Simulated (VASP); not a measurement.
# BN (P6_3mc) in VASP: a series of runs, part 2 of 2

VASP 6.6.1.

## 3. Electric field gradients, PBE

The input, INCAR:

```
SYSTEM = BN
PREC = Accurate
ENCUT = 520
EDIFF = 1E-8
ISMEAR = -1
SIGMA = 0.02
LREAL = .False.
LASPH = .True.
NELM = 80
ALGO = Normal
ISIF = 2
LWAVE = .False.
LCHARG = .False.
GGA = PE
LEFG = .True.
NBANDS = 16
```

The input, KPOINTS:

```
regular mesh
0
Gamma
  12 12 7
  0 0 0
```

The input, POSCAR:

```
BN
1.0
    2.5539396017      0.0000000000      0.0000000000
   -1.2769698009      2.2117765748      0.0000000000
    0.0000000000      0.0000000000      4.2268550000
B N
2 2
Direct
    0.6666666667      0.3333333333      0.9997240000
    0.3333333333      0.6666666667      0.4997240000
    0.6666666667      0.3333333333      0.6252760000
    0.3333333333      0.6666666667      0.1252760000
```

Potentials or basis: VASP PAW PBE potentials, release 64 (B, N).

Command:

```console
$ cat potpaw_PBE.64/B/POTCAR potpaw_PBE.64/N/POTCAR > POTCAR
$ mpirun -np 1 vasp_std > vasp.out
```

OUTCAR:

```text
SYSTEM = BN
   PREC = Accurate
   ENCUT = 520
   EDIFF = 1E-8
   ISMEAR = -1
   LREAL = .False.
   LASPH = .True.
   NELM = 80
   ISIF = 2
   GGA = PE

 ion  position               nearest neighbor table
   1  0.667  0.333  1.000-   4 1.57   4 1.57   4 1.57   3 1.58
   2  0.333  0.667  0.500-   3 1.57   3 1.57   3 1.57   4 1.58
   3  0.667  0.333  0.625-   2 1.57   2 1.57   2 1.57   1 1.58
   4  0.333  0.667  0.125-   1 1.57   1 1.57   1 1.57   2 1.58

  LATTYP: Found a hexagonal cell.
 ALAT       =     2.5539396017
 C/A-ratio  =     1.6550332659

  Lattice vectors:

 A1 = (   2.5539396017,   0.0000000000,   0.0000000000)
 A2 = (  -1.2769698009,   2.2117765748,   0.0000000000)
 A3 = (   0.0000000000,   0.0000000000,   4.2268550000)

Analysis of symmetry for initial positions (statically):
=====================================================================
 Subroutine PRICEL returns:
 Original cell was already a primitive cell.

 Routine SETGRP: Setting up the symmetry group for a
 hexagonal supercell.

 Subroutine GETGRP returns: Found 12 space group operations
 (whereof  6 operations were pure point group operations)
 out of a pool of 24 trial point group operations.

The static configuration has the point symmetry C_3v.
 The point group associated with its full space group is C_6v.

Analysis of symmetry for dynamics (positions and initial velocities):
=====================================================================
 Subroutine PRICEL returns:
 Original cell was already a primitive cell.

 Routine SETGRP: Setting up the symmetry group for a
 hexagonal supercell.

 Subroutine GETGRP returns: Found 12 space group operations
 (whereof  6 operations were pure point group operations)
 out of a pool of 24 trial point group operations.

The dynamic configuration has the point symmetry C_3v.
 The point group associated with its full space group is C_6v.

 Subroutine INISYM returns: Found 12 space group operations
 (whereof  6 operations are pure point group operations),
 and found     1 'primitive' translations

----------------------------------------------------------------------------------------

                                     Primitive cell

  volume of cell :      23.8764

  direct lattice vectors                    reciprocal lattice vectors
     2.553939602  0.000000000  0.000000000     0.391551938  0.226062617  0.000000000
    -1.276969801  2.211776575  0.000000000     0.000000000  0.452125233  0.000000000
     0.000000000  0.000000000  4.226855000     0.000000000  0.000000000  0.236582518

  length of vectors
     2.553939602  2.553939602  4.226855000     0.452125233  0.452125233  0.236582518

  position of ions in fractional coordinates (direct lattice)
     0.666666667  0.333333333  0.999724000
     0.333333333  0.666666667  0.499724000
     0.666666667  0.333333333  0.625276000
     0.333333333  0.666666667  0.125276000

  ion indices of the primitive-cell ions
   primitive index   ion index
                 1           1
                 2           2
                 3           3
                 4           4
[... 89 lines left out ...]
   IALGO  =     38    algorithm
   IMIX   =      4    mixing-type and parameters
     AMIX     =   0.40;   BMIX     =  1.00
     AMIX_MAG =   1.60;   BMIX_MAG =  1.00
  volume/ion in A,a.u.               =       5.97        40.28
  Fermi-wavevector in a.u.,A,eV,Ry     =   1.432600  2.707222 27.923836  2.052344
  Thomas-Fermi vector in A             =   2.552210
   LORBIT       =      0    0 simple, 1 ext, 2 COOP (PROOUT), +10 PAW based schemes
   GGA     = PE    functional components
   LHFCALC =     F    Hartree Fock is set to
   AEXX    =    0.0000 exact exchange contribution
   IVDW    =     0    specifies the selected vdW correction
   LEPSILON=     F    determine dielectric tensor
   LRPA    =     F    only Hartree local field effects (RPA)
 non-spin polarized calculation
  energy-cutoff  :      520.00
  volume of cell :       23.88
 maximum number of plane-waves:       660
 NGX is ok and might be reduce to    20
   NGX =  9   NGY =  9   NGZ = 15

 number of electron      16.0000000 magnetization

 Free energy of the ion-electron system (eV)
  ---------------------------------------------------
  ext. energy  EPLUGINS =         0.00000000
  ---------------------------------------------------
  free energy    TOTEN  =       -34.83270510 eV

  energy without entropy =      -34.83270510  energy(sigma->0) =      -34.83270510

 E-fermi :   7.7873     XC(G=0): -12.7611

 val. band max:        7.4320351184   @ k =   0.0000   0.0000   0.0000
 cond. band min:      12.6288196324   @ k =   0.3333   0.3333   0.0000
 fundamental gap:      5.1967845140
 Fermi energy:         7.7873215238

 k-point     1 :       0.0000    0.0000    0.0000
  band No.  band energies     occupation
      1     -12.8569      2.00000
      2      -8.7569      2.00000
      3      -3.3940      2.00000
      4       5.3332      2.00000
      5       5.3332      2.00000
      6       7.1566      2.00000
[... 433 lines left out ...]
      3      -1.3104      2.00000
      4      -0.0508      2.00000
      5       1.5966      2.00000
      6       3.1468      2.00000
[... 8 lines left out ...]
     15      23.4202      0.00000
     16      23.5211      0.00000

 [... further k-points ...]

------------------------ aborting loop because EDIFF is reached ----------------------------------------

  FORCE on cell =-STRESS in cart. coord.  units (eV):
  Direction    XX          YY          ZZ          XY          YZ          ZX
  --------------------------------------------------------------------------------------
  -------------------------------------------------------------------------------------
  Total        0.0662331      0.0662331     -0.0493693     -0.0000000      0.0000000      0.0000000
  in kB        4.4444331      4.4444331     -3.3128223     -0.0000000      0.0000000      0.0000000
  external PRESSURE =       1.8586813 kB  Pullay stress =       0.0000000 kB

 VOLUME and BASIS-vectors are now :
 -----------------------------------------------------------------------------
  energy-cutoff  :      520.00
  volume of cell :       23.88
      direct lattice vectors                 reciprocal lattice vectors
     2.553939602  0.000000000  0.000000000     0.391551938  0.226062617  0.000000000
    -1.276969801  2.211776575  0.000000000     0.000000000  0.452125233  0.000000000
     0.000000000  0.000000000  4.226855000     0.000000000  0.000000000  0.236582518

 POSITION                                       TOTAL-FORCE (eV/Angst)
 -----------------------------------------------------------------------------------
      1.27697      0.73726      4.22569        -0.000000      0.000000      0.014284
     -0.00000      1.47452      2.11226         0.000000     -0.000000      0.014284
      1.27697      0.73726      2.64295        -0.000000     -0.000000     -0.014284
     -0.00000      1.47452      0.52952         0.000000      0.000000     -0.014284
 -----------------------------------------------------------------------------------
    total drift:                                0.000000      0.000000      0.000002

  FREE ENERGIE OF THE ION-ELECTRON SYSTEM (eV)
  ---------------------------------------------------
  free  energy   TOTEN  =       -34.8327050975 eV

  energy  without entropy=      -34.8327050975  energy(sigma->0) =      -34.83270510

 Electric field gradients (V/A^2)
---------------------------------------------------------------------
 ion       V_xx      V_yy      V_zz      V_xy      V_xz      V_yz
---------------------------------------------------------------------
   1      -0.456    -0.456     0.911    -0.000    -0.000     0.000
   2      -0.456    -0.456     0.911    -0.000     0.000    -0.000
   3      -2.366    -2.367     4.734    -0.001    -0.000     0.000
   4      -2.366    -2.367     4.734    -0.001     0.000    -0.000
---------------------------------------------------------------------

 Electric field gradients after diagonalization (V/A^2)
 (convention: |V_zz| > |V_xx| > |V_yy|)
----------------------------------------------------------------------
 ion       V_xx      V_yy      V_zz     asymmetry (V_yy - V_xx)/ V_zz
----------------------------------------------------------------------
   1      -0.456    -0.456     0.911       0.000
   2      -0.456    -0.456     0.911       0.000
   3      -2.368    -2.366     4.734       0.001
   4      -2.368    -2.366     4.734       0.001
----------------------------------------------------------------------

           NMR quadrupolar parameters

 Cq : quadrupolar parameter    Cq=e*Q*V_zz/h
 eta: asymmetry parameters     (V_yy - V_xx)/ V_zz
 Q  : nuclear electric quadrupole moment in mb (millibarn)
----------------------------------------------------------------------
 ion       Cq(MHz)       eta       Q (mb)
----------------------------------------------------------------------
   1       0.002       0.000       1.000
   2       0.002       0.000       1.000
   3       0.011       0.001       1.000
   4       0.011       0.001       1.000
----------------------------------------------------------------------
```

Run time: 43 s. Hardware: 1 thread of Intel Xeon 8259CL, shared host; peak memory 0.15 GiB.

Results:

```yaml
Free_energy: -34.8327 eV
Pressure: 0.2 GPa
Largest_force: 0.014 eV/Å
Band_gap_on_the_k_mesh: 5.20 eV (least direct gap 8.23 eV)
Largest_electric_field_gradient_by_atom: B +0.9; N +4.7 V/Å²
```

Forces in eV/Å, atoms in the order of the input:
```
B    0.000  0.000  0.014
B    0.000  0.000  0.014
N    0.000  0.000 -0.014
N    0.000  0.000 -0.014
```

Electric field gradients, principal values (V/Å²):
| atom | least | middle | greatest (by size) |
| --- | --- | --- | --- |
| 1 B | -0.456 | -0.456 | 0.911 |
| 2 B | -0.456 | -0.456 | 0.911 |
| 3 N | -2.366 | -2.368 | 4.734 |
| 4 N | -2.366 | -2.368 | 4.734 |

Caveat: without QUAD_EFG the Cq values of the log hold for a quadrupole moment of 1 mb, not for the nuclei; an odd mesh through Γ misses points on the zone boundary, where band edges can lie.
